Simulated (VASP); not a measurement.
Set up this calculation in VASP 6.6.1, as the native input.

- Task: relaxation of cell and atoms
- Functional: PBE
- Potentials or basis: VASP PAW PBE potentials, release 64 (Ti_sv, C)
- Cutoff: 600 eV
- k mesh: 12 × 12 × 9
- Occupations: gaussian, width 0.1 eV
- Spin: no spin polarisation
- Dipole correction: no
- Further INCAR settings: ALGO = Normal; EDIFF = 1e-07; IBRION = 2; EDIFFG = -0.01; NSW = 65; ISIF = 3

The structure of TiC lies in POSCAR:

```
TiC
1.0
    3.0636137572      0.0000000000      0.0000000000
   -1.5318068786      2.6531673411      0.0000000000
    0.0000000000      0.0000000000      5.0038701816
Ti C
2 2
Direct
    0.0000000000      0.0000000000      0.0000000000
    0.3333333333      0.6666666667      0.5000000000
    0.6666666667      0.3333333333      0.2500000000
    0.6666666667      0.3333333333      0.7500000000
```

The input as run:

INCAR

```
PREC = Accurate
ENCUT = 600
EDIFF = 1E-7
ISMEAR = 0
SIGMA = 0.1
LREAL = False
LASPH = True
NELM = 60
ALGO = Normal
ISIF = 3
LWAVE = False
LCHARG = False
GGA = PE
IBRION = 2
NSW = 65
EDIFFG = -0.01
```

KPOINTS

```
regular mesh
0
Gamma
  12 12 9
```

Potentials or basis: VASP PAW PBE potentials, release 64 (Ti_sv, C).

Launch:

```bash
$ cat potpaw_PBE.64/Ti_sv/POTCAR potpaw_PBE.64/C/POTCAR > POTCAR
$ mpirun -np 1 vasp_std > vasp.out
```

It gave:

```json
{
  "Relaxed volume": "10.16 Å³/atom",
  "Relaxed cell": "a = 3.158 Å, b = 3.158 Å, c = 4.706 Å, α = 90.00°, β = 90.00°, γ = 120.00°",
  "Space group after relaxing (to 0.1 Å)": "P6_3/mmc (No. 194)",
  "Energy gained by relaxing": "35.8 meV/atom",
  "Ionic steps": "8",
  "Pressure after relaxing": "0.1 GPa",
  "Band gap on the k mesh": "zero (bands 16 and 17 overlap by 0.74 eV)"
}
```

Wall time 6.4 min on 1 thread of Intel(R) Xeon(R) Platinum 8488C (Sapphire Rapids), with other jobs on the host, peak memory 0.23 GiB.
